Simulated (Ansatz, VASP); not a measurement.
# One calculation of LaB6, two programs

```
La B
1.0
     4.15476    0.00000    0.00000
     0.00000    4.15476    0.00000
     0.00000    0.00000    4.15476
La B
1 6
Direct
  0.00000 0.00000 0.00000
  0.19982 0.50000 0.50000
  0.50000 0.19982 0.50000
  0.80018 0.50000 0.50000
  0.50000 0.80018 0.50000
  0.50000 0.50000 0.19982
  0.50000 0.50000 0.80018
```

Alike in both runs: functional PBE; k mesh 8 × 8 × 8; occupations fermi-dirac, width 0.1 eV; no spin polarisation.

Ansatz relaxed the structure, and its values are those at the end. VASP's run is a single point on that final structure, the one shown.

|  | VASP | Ansatz |
| --- | --- | --- |
| version | VASP 6.6.1 | Ansatz 0.2.0 |
| potentials or method | VASP PAW PBE potentials, release 64 (La, B), cutoff 520 eV | PAW plane waves |
| valence electrons in the cell | 29 | 29 |

|  | VASP | Ansatz | Ansatz less VASP |
| --- | --- | --- | --- |
| gap on the k mesh at the Fermi level (eV) | none | none | - |
| pressure (GPa) | 0.0 | 0.0 | +0.04 |
| rms of the force components (eV/Å) | 0.009 | 0.000 | -0.0090 |

A gap of «none» marks a metal or a gap that the smearing closes.

Spin-orbit coupling is off throughout.
